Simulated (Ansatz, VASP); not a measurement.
TlHO: VASP beside Ansatz

```
Tl O H
1.0
     9.73000    0.00000    0.00000
     0.00000    9.00000    0.00000
     0.00000    0.00000   11.74000
Tl O H
1 1 1
Cartesian
  4.8369 4.5000 4.5000
  4.5000 4.5000 6.6078
  5.2262 4.5000 7.2419
```

Alike in both runs: task single point; functional PBE; k mesh 1 × 1 × 1; occupations gaussian, width 0.01 eV; non-collinear spin, spin-orbit coupling.

```csv
,VASP,Ansatz
version,VASP 6.6.1,Ansatz 0.2.0
potentials or method,"VASP PAW PBE potentials, release 64 (Tl_d, O, H), cutoff 520 eV","plane waves, PAW"
valence electrons in the cell,20,20
```

Ansatz gave:

| Quantity | Value |
| --- | --- |
| rms of the force components (eV/Å) | 0.169 |

Q: What did VASP give for the same quantities?

A: rms of the force components (eV/Å): 0.223.

Atom by atom the forces differ by 0.058 eV/Å (rms over components). Ansatz's warnings: xc potential rough in thin density.
